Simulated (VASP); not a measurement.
# GaSb (Immm) in VASP: a series of runs

Runs on GaSb. Level: r2SCAN. Tasks: single point.

Everything below comes from runs of VASP 6.6.1. Logs are shortened: lines on timing, memory, paths and dates and some standing lists are left out, and cuts for length are marked.

### Step 1. The cell of the first run

Symmetry: Immm, No. 71, orthorhombic system. The conventional cell has a = 3.112 Å, b = 5.350 Å, c = 5.787 Å, α = 90.00°, β = 90.00°, γ = 90.00°. Ga (site symmetry mmm) has 6 Sb at 2.89 to 3.09 Å and 2 Ga at 3.11 Å within 3.8 Å. Within 3.8 Å of Sb (site symmetry mmm) lie 6 Ga at 2.89 to 3.09 Å and 2 Sb at 3.11 Å.

### Step 2. Single point, r2SCAN

POSCAR

```
GaSb
1.0
   -1.5559010000      2.6750030000      2.8933130000
    1.5559010000     -2.6750030000      2.8933130000
    1.5559010000      2.6750030000     -2.8933130000
Ga Sb
1 1
Direct
    0.0000000000      0.0000000000      0.0000000000
    0.5000000000      0.5000000000      0.0000000000
```

INCAR.step1

```
SYSTEM = GaSb
ALGO = Normal ; EDIFF = 1E-4
ENCUT = 520 ; GGA = PE
ISMEAR = -1 ; LASPH = .TRUE.
LCHARG = .FALSE. ; LREAL = .FALSE.
LWAVE = .TRUE. ; NBANDS = 16
NELM = 60 ; PREC = Accurate
SIGMA = 0.05
```

INCAR.step2

```
SYSTEM = GaSb
ALGO = Normal ; EDIFF = 1E-6
ENCUT = 520 ; ISIF = 2
ISMEAR = -1 ; ISTART = 1
LASPH = .TRUE. ; LCHARG = .FALSE.
LMIXTAU = .TRUE. ; LREAL = .FALSE.
LWAVE = .FALSE. ; METAGGA = R2SCAN
NBANDS = 16 ; NELM = 60
PREC = Accurate ; SIGMA = 0.05
```

KPOINTS

```
k-points
0
G
  3 3 3
  0 0 0
```

Potentials or basis: VASP PAW PBE potentials, release 64 (Ga_d, Sb).

Run with:

```console
$ cat potpaw_PBE.64/Ga_d/POTCAR potpaw_PBE.64/Sb/POTCAR > POTCAR
$ cp INCAR.step1 INCAR
$ mpirun -np 1 vasp_std > vasp.out
$ cp INCAR.step2 INCAR
$ mpirun -np 1 vasp_std > vasp.out
```

OUTCAR:

```text
SYSTEM = GaSb
   EDIFF = 1E-6
   ENCUT = 520
   ISIF = 2
   ISMEAR = -1
   ISTART = 1
   LASPH = .TRUE.
   LREAL = .FALSE.
   METAGGA = R2SCAN
   NELM = 60
   PREC = Accurate

 ion  position               nearest neighbor table
   1  0.000  0.000  0.000-   2 2.89   2 2.89   2 3.09   2 3.09   2 3.09   2 3.09
   2  0.500  0.500  0.000-   1 2.89   1 2.89   1 3.09   1 3.09   1 3.09   1 3.09

  LATTYP: Found a body centered orthorhombic cell.
 ALAT       =     3.1118020000
 B/A-ratio  =     1.7192629865
 C/A-ratio  =     1.8595739703

  Lattice vectors:

 A1 = (  -1.5559010000,   2.6750030000,   2.8933130000)
 A2 = (   1.5559010000,  -2.6750030000,   2.8933130000)
 A3 = (   1.5559010000,   2.6750030000,  -2.8933130000)

Analysis of symmetry for initial positions (statically):
=====================================================================
 Subroutine PRICEL returns:
 Original cell was already a primitive cell.

 Routine SETGRP: Setting up the symmetry group for a
 body centered orthorhombic supercell.

 Subroutine GETGRP returns: Found  8 space group operations
 (whereof  8 operations were pure point group operations)
 out of a pool of  8 trial point group operations.

The static configuration has the point symmetry D_2h.

Analysis of symmetry for dynamics (positions and initial velocities):
=====================================================================
 Subroutine PRICEL returns:
 Original cell was already a primitive cell.

 Routine SETGRP: Setting up the symmetry group for a
 body centered orthorhombic supercell.

 Subroutine GETGRP returns: Found  8 space group operations
 (whereof  8 operations were pure point group operations)
 out of a pool of  8 trial point group operations.

The dynamic configuration has the point symmetry D_2h.

 Subroutine INISYM returns: Found  8 space group operations
 (whereof  8 operations are pure point group operations),
 and found     1 'primitive' translations

----------------------------------------------------------------------------------------

                                     Primitive cell

  volume of cell :      48.1683

  direct lattice vectors                    reciprocal lattice vectors
    -1.555901000  2.675003000  2.893313000     0.000000000  0.186915678  0.172812274
     1.555901000 -2.675003000  2.893313000     0.321357207  0.000000000  0.172812274
     1.555901000  2.675003000 -2.893313000     0.321357207  0.186915678  0.000000000

  length of vectors
     4.236476022  4.236476022  4.236476022     0.254561491  0.364876057  0.371763265

  position of ions in fractional coordinates (direct lattice)
     0.000000000  0.000000000  0.000000000
     0.500000000  0.500000000  0.000000000

  ion indices of the primitive-cell ions
   primitive index   ion index
                 1           1
                 2           2

----------------------------------------------------------------------------------------

 KPOINTS: k-points

Automatic generation of k-mesh.
 Grid dimensions read from file:
 generate k-points for:    3    3    3

 Generating k-lattice:

  Cartesian coordinates                     Fractional coordinates (reciprocal lattice)
     0.000000000  0.062305226  0.057604091     0.333333333  0.000000000  0.000000000
     0.107119069  0.000000000  0.057604091     0.000000000  0.333333333  0.000000000
     0.107119069  0.062305226  0.000000000     0.000000000  0.000000000  0.333333333

  Length of vectors
     0.084853830  0.121625352  0.123921088

  Shift w.r.t. Gamma in fractional coordinates (k-lattice)
     0.000000000  0.000000000  0.000000000

 Subroutine IBZKPT returns following result:
 ===========================================

 Found      8 irreducible k-points:

 Following reciprocal coordinates:
            Coordinates               Weight
  0.000000  0.000000  0.000000      1.000000
  0.333333  0.000000 -0.000000      4.000000
  0.000000  0.333333 -0.000000      4.000000
  0.333333  0.333333  0.000000      8.000000
 -0.333333  0.333333 -0.000000      4.000000
 -0.333333  0.333333  0.333333      2.000000
  0.333333 -0.333333  0.333333      2.000000
 -0.333333 -0.333333  0.333333      2.000000
   k-points           NKPTS =      8   k-points in BZ     NKDIM =      8   number of bands    NBANDS=     16
   number of dos      NEDOS =    301   number of ions     NIONS =      2
   total plane-waves  NPLWV =  32768
   dimension x,y,z NGX =    32 NGY =   32 NGZ =   32
   dimension x,y,z NGXF=    64 NGYF=   64 NGZF=   64
   ions per type =               1   1
   NGX,Y,Z   is equivalent  to a cutoff of  12.56, 12.56, 12.56 a.u.
   NGXF,Y,Z  is equivalent  to a cutoff of  25.11, 25.11, 25.11 a.u.
 SYSTEM =  GaSb
   PREC   = accura    normal or accurate (medium, high low for compatibility)
   ISTART =      1    job   : 0-new  1-cont  2-samecut
   ICHARG =      0    charge: 1-file 2-atom 10-const
   ISPIN  =      1    spin polarized calculation?
   LNONCOLLINEAR =      F non collinear calculations
   LSORBIT =      F    spin-orbit coupling
   LASPH  =      T    aspherical Exc in radial PAW
   ENCUT  =  520.0 eV  38.22 Ry    6.18 a.u.   7.88  7.88  7.88*2*pi/ulx,y,z
   NELM   =     60;   NELMIN=  2; NELMDL=  0     # of ELM steps
   EDIFF  = 0.1E-05   stopping-criterion for ELM
   LREAL  =      F    real-space projection
   EDIFFG = 0.1E-04   stopping-criterion for IOM
   NSW    =      0    number of steps for IOM
   IBRION =     -1    ionic relax: 0-MD 1-quasi-New 2-CG
   NFREE  =      0    steps in history (QN), initial steepest desc. (CG)
   ISIF   =      2    stress and relaxation
   ISYM   =      2    0-nonsym 1-usesym 2-fastsym
   POTIM  = 0.5000    time-step for ionic-motion
   TEBEG  =    0.0;   TEEND  =   0.0 temperature during run
   PSTRESS=    0.0 pullay stress
   NELECT =      18.0000    total number of electrons
   NUPDOWN=      -1.0000    fix difference up-down
   EMIN   =  10.00;   EMAX   =-10.00  energy-range for DOS
   EFERMI =   0.00;   METHOD = LEGACY
   ISMEAR =    -1;   SIGMA  =   0.05  broadening in eV -4-tet -1-fermi 0-gaus
   EFERMI_NEDOS =   21; number of points for ismear=-14 and -15
   IALGO  =     38    algorithm
   IMIX   =      4    mixing-type and parameters
     AMIX     =   0.40;   BMIX     =  1.00
     AMIX_MAG =   1.60;   BMIX_MAG =  1.00
  volume/ion in A,a.u.               =      24.08       162.53
  Fermi-wavevector in a.u.,A,eV,Ry     =   1.179176  2.228319 18.918287  1.390455
  Thomas-Fermi vector in A             =   2.315491
   LORBIT       =      0    0 simple, 1 ext, 2 COOP (PROOUT), +10 PAW based schemes
   METAGGA = R2SCAN    functional components
   LHFCALC =     F    Hartree Fock is set to
   AEXX    =    0.0000 exact exchange contribution
   IVDW    =     0    specifies the selected vdW correction
   LEPSILON=     F    determine dielectric tensor
   LRPA    =     F    only Hartree local field effects (RPA)
 non-spin polarized calculation
  energy-cutoff  :      520.00
  volume of cell :       48.17
 maximum number of plane-waves:      1304
   NGX = 15   NGY = 15   NGZ = 15

 number of electron      17.9999989 magnetization

 Free energy of the ion-electron system (eV)
  ---------------------------------------------------
  ext. energy  EPLUGINS =         0.00000000
  ---------------------------------------------------
  free energy    TOTEN  =       -37.08954276 eV

  energy without entropy =      -37.07927383  energy(sigma->0) =      -37.08440830

 E-fermi :   6.3915     XC(G=0): -10.9565

 val. band max:        5.4831672238   @ k =   0.3333   0.0000  -0.0000
 cond. band min:       6.3914925391   @ k =  -0.3333   0.3333  -0.0000
 fundamental gap:      0.9083253153
 Fermi energy:         6.3914924832

 k-point     1 :       0.0000    0.0000    0.0000
  band No.  band energies     occupation
      1      -9.2598      2.00000
      2      -9.1367      2.00000
      3      -9.1330      2.00000
      4      -9.1262      2.00000
      5      -9.1001      2.00000
      6      -5.9790      2.00000
      7       3.2490      2.00000
      8       4.1041      2.00000
      9       4.6206      2.00000
     10      10.2684      0.00000
     11      12.3080      0.00000
     12      12.9415      0.00000
     13      14.4162      0.00000
     14      14.8547      0.00000
     15      15.9714      0.00000
     16      17.3979      0.00000

 k-point     2 :       0.3333    0.0000   -0.0000
  band No.  band energies     occupation
      1      -9.2569      2.00000
      2      -9.1480      2.00000
      3      -9.1365      2.00000
      4      -9.1176      2.00000
      5      -9.0984      2.00000
      6      -5.0358      2.00000
      7      -0.8987      2.00000
      8       5.4832      2.00000
      9       7.3413      0.00000
     10       9.2396      0.00000
     11      10.9778      0.00000
     12      11.8478      0.00000
     13      13.9673      0.00000
     14      14.7155      0.00000
     15      16.2469      0.00000
     16      17.0971      0.00000

 k-point     3 :       0.0000    0.3333   -0.0000
  band No.  band energies     occupation
      1      -9.1974      2.00000
      2      -9.1533      2.00000
      3      -9.1415      2.00000
      4      -9.1303      2.00000
      5      -9.1088      2.00000
      6      -3.7334      2.00000
      7       2.0902      2.00000
      8       4.8786      2.00000
      9       5.0995      2.00000
     10       7.6701      0.00000
     11       8.8139      0.00000
     12       9.5889      0.00000
     13      10.7036      0.00000
     14      13.8097      0.00000
     15      13.8202      0.00000
     16      19.4158      0.00000

 k-point     4 :       0.3333    0.3333    0.0000
  band No.  band energies     occupation
      1      -9.2022      2.00000
      2      -9.1504      2.00000
      3      -9.1459      2.00000
      4      -9.1325      2.00000
      5      -9.1041      2.00000
      6      -2.5149      2.00000
      7       0.0043      2.00000
      8       3.2849      2.00000
      9       5.4728      2.00000
     10       7.1758      0.00000
     11       8.0306      0.00000
     12      12.4513      0.00000
     13      12.9713      0.00000
     14      14.6387      0.00000
     15      16.7335      0.00000
     16      17.4107      0.00000

 k-point     5 :      -0.3333    0.3333   -0.0000
  band No.  band energies     occupation
      1      -9.2051      2.00000
      2      -9.1482      2.00000
      3      -9.1400      2.00000
      4      -9.1316      2.00000
      5      -9.1078      2.00000
      6      -3.6421      2.00000
      7       2.3423      2.00000
      8       4.3453      2.00000
      9       4.5085      2.00000
     10       6.3915      1.00000
     11      10.1706      0.00000
     12      11.2224      0.00000
     13      11.3017      0.00000
     14      14.7154      0.00000
     15      14.7494      0.00000
     16      15.3741      0.00000

 k-point     6 :      -0.3333    0.3333    0.3333
  band No.  band energies     occupation
      1      -9.1959      2.00000
      2      -9.1680      2.00000
      3      -9.1458      2.00000
      4      -9.1353      2.00000
      5      -9.0983      2.00000
      6      -1.8328      2.00000
      7       1.2111      2.00000
      8       2.8447      2.00000
      9       3.3937      2.00000
     10       3.4496      2.00000
     11      10.6514      0.00000
     12      11.9152      0.00000
     13      14.3070      0.00000
     14      16.7067      0.00000
     15      17.4133      0.00000
     16      21.4504      0.00000

 k-point     7 :       0.3333   -0.3333    0.3333
  band No.  band energies     occupation
      1      -9.2572      2.00000
      2      -9.1819      2.00000
      3      -9.1347      2.00000
      4      -9.1059      2.00000
      5      -9.0962      2.00000
      6      -4.0400      2.00000
      7      -0.8449      2.00000
      8       1.7704      2.00000
      9       4.9412      2.00000
     10      10.6089      0.00000
     11      13.5326      0.00000
     12      14.5407      0.00000
     13      15.1386      0.00000
     14      15.7917      0.00000
     15      17.2505      0.00000
     16      18.8699      0.00000

 k-point     8 :      -0.3333   -0.3333    0.3333
  band No.  band energies     occupation
      1      -9.2563      2.00000
      2      -9.1845      2.00000
      3      -9.1334      2.00000
      4      -9.1057      2.00000
      5      -9.0966      2.00000
      6      -4.2707      2.00000
      7      -0.0962      2.00000
      8       1.9069      2.00000
      9       3.9717      2.00000
     10      10.4773      0.00000
     11      12.5352      0.00000
     12      14.7882      0.00000
     13      15.9554      0.00000
     14      16.3053      0.00000
     15      16.6317      0.00000
     16      20.5506      0.00000

------------------------ aborting loop because EDIFF is reached ----------------------------------------

  FORCE on cell =-STRESS in cart. coord.  units (eV):
  Direction    XX          YY          ZZ          XY          YZ          ZX
  --------------------------------------------------------------------------------------
  -------------------------------------------------------------------------------------
  Total        0.2917178     -2.3112907     -0.7238070      0.0000000      0.0000000      0.0000000
  in kB        9.7031298    -76.8782541    -24.0753012      0.0000000      0.0000000      0.0000000
  external PRESSURE =     -30.4168085 kB  Pullay stress =       0.0000000 kB

 VOLUME and BASIS-vectors are now :
 -----------------------------------------------------------------------------
  energy-cutoff  :      520.00
  volume of cell :       48.17
      direct lattice vectors                 reciprocal lattice vectors
    -1.555901000  2.675003000  2.893313000     0.000000000  0.186915678  0.172812274
     1.555901000 -2.675003000  2.893313000     0.321357207  0.000000000  0.172812274
     1.555901000  2.675003000 -2.893313000     0.321357207  0.186915678  0.000000000

 POSITION                                       TOTAL-FORCE (eV/Angst)
 -----------------------------------------------------------------------------------
      0.00000      0.00000      0.00000         0.000000     -0.000000      0.000000
      0.00000      0.00000      2.89331        -0.000000      0.000000     -0.000000
 -----------------------------------------------------------------------------------
    total drift:                               -0.000000      0.000000      0.000000

  FREE ENERGIE OF THE ION-ELECTRON SYSTEM (eV)
  ---------------------------------------------------
  free  energy   TOTEN  =       -37.0895427629 eV

  energy  without entropy=      -37.0792738284  energy(sigma->0) =      -37.08440830
```

Wall time 24 s (1 thread of Intel Xeon Platinum 8375C at 2.90GHz (Ice Lake), shared host); peak memory 0.19 GiB.

What came out:

- Free energy: -37.0895 eV
- Pressure: -3.0 GPa
- Band gap on the k mesh: zero (band 9 reaches 7.34 eV, above the bottom of band 10 at 3.45 eV)

Stress tensor (GPa, compression positive):
```
 0.97  0.00  0.00
 0.00 -7.69  0.00
 0.00  0.00 -2.41
```

Levels at points of the mesh, in eV from the Fermi level:
```csv
k point,band 7,band 8,band 9,band 10,band 11,band 12
"(0.00, 0.00, 0.00)",-3.14,-2.29,-1.77,3.88,5.92,6.55
```

Caveat: the k points lie up to 0.78 Å⁻¹ apart; the PAW data sets were made with another functional, which shifts forces and pressure a little; spin-orbit coupling is left out, which moves the levels of the heavy elements.

(Part 1 of 2 ends here.)
